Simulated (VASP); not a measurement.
# Ti4S in VASP: relaxation of the atoms with PBE

Aim: the relaxation of the atoms of Ti4S with PBE.

Program: VASP 6.6.1. These are calculated values, not measurements. Logs are shortened: lines on timing, memory, paths and dates and some standing lists are left out, and cuts for length are marked.

**1. The cell of the first run**

The cell holds a slab with vacuum, 5 atoms: a = 2.908 Å, b = 4.112 Å, c = 19.654 Å, α = 90.00°, β = 90.00°, γ = 90.00°.

**2. Relaxation of the atoms, PBE**

Contents of INCAR:

```
SYSTEM = Ti4S
  ALGO = Fast
  DIPOL = 0.5 0.5 0.340
  EDIFF = 1E-6
  EDIFFG = -0.025
  ENCUT = 520
  GGA = PE
  IBRION = 2
  IDIPOL = 3
  ISIF = 2
  ISMEAR = 0
  LASPH = .TRUE.
  LCHARG = .FALSE.
  LDIPOL = .TRUE.
  LREAL = .FALSE.
  LWAVE = .FALSE.
  NELM = 60
  NSW = 36
  PREC = Accurate
  SIGMA = 0.1
```

Contents of KPOINTS:

```
k-points
0
G
  9 7 1
  0 0 0
```

Contents of POSCAR:

```
Ti4S
1.0
    2.9075446931      0.0000000000      0.0000000000
    0.0000000000      4.1118891382      0.0000000000
    0.0000000000      0.0000000000     19.6535692527
Ti S
4 1
Selective dynamics
Direct
    0.5000000000      0.5000000000      0.2035253723  F F F
    0.0000000000      0.0000000000      0.2774952618  F F F
    0.5000000000      0.5000000000      0.3439484692  F F F
    0.0000000000      0.0000000000      0.4148645545  F F F
    0.3333333333      0.5000000000      0.4596401364  F F T
```

Potentials or basis: VASP PAW PBE potentials, release 64 (Ti_sv, S).

On the command line:

```console
cat potpaw_PBE.64/Ti_sv/POTCAR potpaw_PBE.64/S/POTCAR > POTCAR
mpirun -np 1 vasp_std > vasp.out
```

OUTCAR:

```text
SYSTEM = Ti4S
   EDIFF = 1E-6
   EDIFFG = -0.025
   ENCUT = 520
   GGA = PE
   IBRION = 2
   ISIF = 2
   ISMEAR = 0
   LASPH = .TRUE.
   LREAL = .FALSE.
   NELM = 60
   NSW = 36
   PREC = Accurate

 ion  position               nearest neighbor table
   1  0.500  0.500  0.204-   3 2.76   2 2.91   2 2.91   2 2.91   2 2.91
   2  0.000  0.000  0.277-   4 2.70   3 2.84   3 2.84   3 2.84   3 2.84   1 2.91   1 2.91   1 2.91
                             1 2.91
   3  0.500  0.500  0.344-   5 2.32   1 2.76   2 2.84   2 2.84   2 2.84   2 2.84   4 2.88   4 2.88
                             4 2.88   4 2.88
   4  0.000  0.000  0.415-   5 2.44   5 2.44   2 2.70   3 2.88   3 2.88   3 2.88   3 2.88
   5  0.333  0.500  0.460-   3 2.32   4 2.44   4 2.44

  LATTYP: Found a simple orthorhombic cell.
 ALAT       =     2.9075446931
 B/A-ratio  =     1.4142135624
 C/A-ratio  =     6.7595071881

  Lattice vectors:

 A1 = (   2.9075446931,   0.0000000000,   0.0000000000)
 A2 = (   0.0000000000,   4.1118891382,   0.0000000000)
 A3 = (   0.0000000000,   0.0000000000,  19.6535692527)

Analysis of symmetry for initial positions (statically):
=====================================================================
 Subroutine PRICEL returns:
 Original cell was already a primitive cell.

 Routine SETGRP: Setting up the symmetry group for a
 simple orthorhombic supercell.

 Subroutine GETGRP returns: Found  2 space group operations
 (whereof  2 operations were pure point group operations)
 out of a pool of  8 trial point group operations.

The static configuration has the point symmetry C_1h.

Analysis of symmetry for dynamics (positions and initial velocities):
=====================================================================
 Subroutine PRICEL returns:
 Original cell was already a primitive cell.

 Routine SETGRP: Setting up the symmetry group for a
 simple orthorhombic supercell.

 Subroutine GETGRP returns: Found  2 space group operations
 (whereof  2 operations were pure point group operations)
 out of a pool of  8 trial point group operations.

The dynamic configuration has the point symmetry C_1h.

Analysis of constrained symmetry for selective dynamics:
=====================================================================
 Subroutine PRICEL returns:
 Original cell was already a primitive cell.

 Routine SETGRP: Setting up the symmetry group for a
 simple orthorhombic supercell.

 Subroutine GETGRP returns: Found  2 space group operations
 (whereof  2 operations were pure point group operations)
 out of a pool of  8 trial point group operations.

The constrained configuration has the point symmetry C_1h.

 Subroutine INISYM returns: Found  2 space group operations
 (whereof  2 operations are pure point group operations),
 and found     1 'primitive' translations

----------------------------------------------------------------------------------------

                                     Primitive cell

  volume of cell :     234.9683

  direct lattice vectors                    reciprocal lattice vectors
     2.907544693  0.000000000  0.000000000     0.343932804  0.000000000  0.000000000
     0.000000000  4.111889138  0.000000000     0.000000000  0.243197218  0.000000000
     0.000000000  0.000000000 19.653569253     0.000000000  0.000000000  0.050881343

  length of vectors
     2.907544693  4.111889138 19.653569253     0.343932804  0.243197218  0.050881343

  position of ions in fractional coordinates (direct lattice)
     0.500000000  0.500000000  0.203525372
     0.000000000  0.000000000  0.277495262
     0.500000000  0.500000000  0.343948469
     0.000000000  0.000000000  0.414864554
     0.333333333  0.500000000  0.459640136
[... 37 lines left out ...]
  0.000000  0.000000  0.000000      1.000000
  0.111111  0.000000  0.000000      2.000000
  0.222222  0.000000  0.000000      2.000000
  0.333333  0.000000  0.000000      2.000000
  0.444444  0.000000  0.000000      2.000000
  0.000000  0.142857  0.000000      2.000000
[... 12 lines left out ...]
  0.333333  0.428571  0.000000      4.000000
  0.444444  0.428571  0.000000      4.000000
   k-points           NKPTS =     20   k-points in BZ     NKDIM =     20   number of bands    NBANDS=     32
   number of dos      NEDOS =    301   number of ions     NIONS =      5
   total plane-waves  NPLWV = 115200
   dimension x,y,z NGX =    24 NGY =   32 NGZ =  150
   dimension x,y,z NGXF=    48 NGYF=   64 NGZF=  300
   ions per type =               4   1
   NGX,Y,Z   is equivalent  to a cutoff of  13.72, 12.94, 12.69 a.u.
   NGXF,Y,Z  is equivalent  to a cutoff of  27.45, 25.88, 25.38 a.u.
 SYSTEM =  Ti4S
   PREC   = accura    normal or accurate (medium, high low for compatibility)
   ISTART =      0    job   : 0-new  1-cont  2-samecut
   ICHARG =      2    charge: 1-file 2-atom 10-const
   ISPIN  =      1    spin polarized calculation?
   LNONCOLLINEAR =      F non collinear calculations
   LSORBIT =      F    spin-orbit coupling
   LASPH  =      T    aspherical Exc in radial PAW
   ENCUT  =  520.0 eV  38.22 Ry    6.18 a.u.   5.41  7.65 36.54*2*pi/ulx,y,z
   NELM   =     60;   NELMIN=  2; NELMDL= -5     # of ELM steps
   EDIFF  = 0.1E-05   stopping-criterion for ELM
   LREAL  =      F    real-space projection
   EDIFFG = -.3E-01   stopping-criterion for IOM
   NSW    =     36    number of steps for IOM
   IBRION =      2    ionic relax: 0-MD 1-quasi-New 2-CG
   NFREE  =      1    steps in history (QN), initial steepest desc. (CG)
   ISIF   =      2    stress and relaxation
   ISYM   =      2    0-nonsym 1-usesym 2-fastsym
   POTIM  = 0.5000    time-step for ionic-motion
   TEBEG  =    0.0;   TEEND  =   0.0 temperature during run
   PSTRESS=    0.0 pullay stress
   NELECT =      54.0000    total number of electrons
   NUPDOWN=      -1.0000    fix difference up-down
   EMIN   =  10.00;   EMAX   =-10.00  energy-range for DOS
   EFERMI =   0.00;   METHOD = LEGACY
   ISMEAR =     0;   SIGMA  =   0.10  broadening in eV -4-tet -1-fermi 0-gaus
   EFERMI_NEDOS =   21; number of points for ismear=-14 and -15
   IALGO  =     68    algorithm
   IMIX   =      4    mixing-type and parameters
     AMIX     =   0.40;   BMIX     =  1.00
     AMIX_MAG =   1.60;   BMIX_MAG =  1.00
  volume/ion in A,a.u.               =      46.99       317.13
  Fermi-wavevector in a.u.,A,eV,Ry     =   1.002774  1.894968 13.681412  1.005555
  Thomas-Fermi vector in A             =   2.135283
   LORBIT       =      0    0 simple, 1 ext, 2 COOP (PROOUT), +10 PAW based schemes
   GGA     = PE    functional components
   LHFCALC =     F    Hartree Fock is set to
   AEXX    =    0.0000 exact exchange contribution
   IVDW    =     0    specifies the selected vdW correction
   LEPSILON=     F    determine dielectric tensor
   LRPA    =     F    only Hartree local field effects (RPA)
 conjugate gradient relaxation of ions
 non-spin polarized calculation
 RMM-DIIS sequential band-by-band and
 Gauss-broadening in eV      SIGMA  =   0.10
  energy-cutoff  :      520.00
  volume of cell :      234.97
 maximum number of plane-waves:      6369
 NGX is ok and might be reduce to    24
   NGX = 11   NGY = 15   NGZ = 73

 dipolmoment           0.000000      0.000000     -0.093091 electrons x Angstroem

--------------------------------------- Ionic step        1  -------------------------------------------

 number of electron      54.0000014 magnetization

 Free energy of the ion-electron system (eV)
  ---------------------------------------------------
  ext. energy  EPLUGINS =         0.00000000
  ---------------------------------------------------
  free energy    TOTEN  =       -35.18316096 eV

  energy without entropy =      -35.16212364  energy(sigma->0) =      -35.17264230

------------------------ aborting loop EDIFF was not reached (unconverged)  ----------------------------

  FORCE on cell =-STRESS in cart. coord.  units (eV):
  Direction    XX          YY          ZZ          XY          YZ          ZX
  --------------------------------------------------------------------------------------
  -------------------------------------------------------------------------------------
  Total        3.5076627     -3.4317407      3.5272874      0.0000000      0.0000000      0.2916704
  in kB       23.9176872    -23.3999982     24.0515020      0.0000000      0.0000000      1.9888120
  external PRESSURE =       8.1897303 kB  Pullay stress =       0.0000000 kB
[... 26 lines left out ...]
--------------------------------------- Ionic step        2  -------------------------------------------

 number of electron      54.0000012 magnetization

------------------------ aborting loop because EDIFF is reached ----------------------------------------

  FORCE on cell =-STRESS in cart. coord.  units (eV):
  Direction    XX          YY          ZZ          XY          YZ          ZX
  --------------------------------------------------------------------------------------
  -------------------------------------------------------------------------------------
  Total        3.3771710     -3.8707497      2.7550439      0.0000000      0.0000000      0.4162300
  in kB       23.0279036    -26.3934670     18.7858076      0.0000000      0.0000000      2.8381458
  external PRESSURE =       5.1400814 kB  Pullay stress =       0.0000000 kB
[... 26 lines left out ...]
--------------------------------------- Ionic step        3  -------------------------------------------

 number of electron      54.0000013 magnetization

 dipolmoment           0.000000      0.000000      0.057199 electrons x Angstroem

 Free energy of the ion-electron system (eV)
  ---------------------------------------------------
  ext. energy  EPLUGINS =         0.00000000
  ---------------------------------------------------
  free energy    TOTEN  =       -35.22139014 eV

  energy without entropy =      -35.20007955  energy(sigma->0) =      -35.21073484

 E-fermi :   0.7092     XC(G=0):  -4.9422

 val. band max:        0.7072882167   @ k =   0.0000   0.0000   0.0000
 cond. band min:       0.7186621084   @ k =   0.1111   0.0000   0.0000
 fundamental gap:      0.0113738917
 Fermi energy:         0.7092078044

 k-point     1 :       0.0000    0.0000    0.0000
  band No.  band energies     occupation
      1     -56.4580      2.00000
      2     -56.2771      2.00000
      3     -55.9951      2.00000
      4     -55.8791      2.00000
      5     -32.8739      2.00000
      6     -32.7373      2.00000
[... 689 lines left out ...]
     31       1.3097      0.00000
     32       1.9534      0.00000

------------------------ aborting loop because EDIFF is reached ----------------------------------------

 vacuum level on the upper side and lower side of the slab       (xc-potential included)         0.409        -0.569

  FORCE on cell =-STRESS in cart. coord.  units (eV):
  Direction    XX          YY          ZZ          XY          YZ          ZX
  --------------------------------------------------------------------------------------
  -------------------------------------------------------------------------------------
  Total        3.2201950     -4.2742274      1.9531766      0.0000000      0.0000000      0.5190192
  in kB       21.9575323    -29.1446587     13.3181182      0.0000000      0.0000000      3.5390346
  external PRESSURE =       2.0436639 kB  Pullay stress =       0.0000000 kB
[... 20 lines left out ...]
  FREE ENERGIE OF THE ION-ELECTRON SYSTEM (eV)
  ---------------------------------------------------
  free  energy   TOTEN  =       -35.2213901402 eV

  energy  without entropy=      -35.2000795485  energy(sigma->0) =      -35.21073484

 reached required accuracy - stopping structural energy minimisation

 vacuum level on the upper side and lower side of the slab         4.884         3.893
```

Run time: 36 min. Hardware: 1 thread of Oxide Virtual Turin-like, shared host; peak memory 0.38 GiB.

Results:

- Free energy: -35.2214 eV
- Energy gained by relaxing: 7.6 meV/atom
- Ionic steps: 3
- Band gap on the k mesh: zero (bands 27 and 28 overlap by 0.33 eV)

Step by step:
```csv
step,energy change (eV),largest force on free atoms (eV/Å),pressure (GPa)
1,0.0000,0.8964,0.82
2,-0.0286,0.4328,0.51
3,-0.0382,0.0085,0.20
```

Final structure:
```yaml
crystal:
  lattice:
    - [2.90754, 0.00000, 0.00000]
    - [0.00000, 4.11189, 0.00000]
    - [0.00000, 0.00000, 19.65357]
  atoms:
    - { symbol: Ti, position: [0.50000, 0.50000, 0.20353] }
    - { symbol: Ti, position: [0.00000, 0.00000, 0.27750] }
    - { symbol: Ti, position: [0.50000, 0.50000, 0.34395] }
    - { symbol: Ti, position: [0.00000, 0.00000, 0.41486] }
    - { symbol: S, position: [0.33333, 0.50000, 0.46409] }
```
